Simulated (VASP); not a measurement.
Write the native input for VASP 6.6.1 that does the following.

| Quantity | Value |
| --- | --- |
| Task | single point |
| Functional | PBE |
| Potentials or basis | VASP PAW PBE potentials, release 64 (Rb_sv, Mg, Sb, O) |
| Cutoff | 520 eV |
| k mesh | 4 × 4 × 4 |
| Occupations | gaussian, width 0.01 eV |
| Spin | no spin polarisation |
| Dipole correction | no |
| Further INCAR settings | ALGO = Normal; EDIFF = 1e-06; NBANDS = 26 |

The structure of RbMgSbO3 lies in POSCAR:

```
RbMgSbO3
1.0
    3.2146972522      1.8560068201      3.8555751286
   -3.2146972522      1.8560068201      3.8555751286
    0.0000000000     -3.7120136402      3.8555751286
Rb Mg Sb O
1 1 1 3
Direct
    0.8952780000      0.8952780000      0.8952780000
    0.3185390000      0.3185390000      0.3185390000
    0.5701280000      0.5701280000      0.5701280000
    0.4946450000      0.4946450000      0.9672600000
    0.9672600000      0.4946450000      0.4946450000
    0.4946450000      0.9672600000      0.4946450000
```

One way to write it, as run:

INCAR

```
PREC = Accurate ; ENCUT = 520
EDIFF = 1E-6 ; ISMEAR = 0
SIGMA = 0.01 ; LREAL = False
LASPH = True ; NELM = 60
ALGO = Normal ; ISIF = 2
LWAVE = False ; LCHARG = False
GGA = PE ; NBANDS = 26
```

KPOINTS

```
Automatic mesh
0
Gamma
  4 4 4
```

Potentials or basis: VASP PAW PBE potentials, release 64 (Rb_sv, Mg, Sb, O).

Launch:

```console
$ cat potpaw_PBE.64/Rb_sv/POTCAR potpaw_PBE.64/Mg/POTCAR potpaw_PBE.64/Sb/POTCAR potpaw_PBE.64/O/POTCAR > POTCAR
$ mpirun -np 1 vasp_std > vasp.out
```

It gave:

The pressure is -3.2 GPa. The largest force is 1.147 eV/Å and the band gap on the k mesh is 2.75 eV.

Caveat: the cell stands under tension; spin-orbit coupling is left out, which moves the levels of the heavy elements; forces of over 1 eV/Å act on the atoms, so gaps and moduli don't describe the material at rest.

It took 93 s on 1 thread of Intel Xeon 8259CL, with other jobs on the host, peak memory 0.27 GiB.
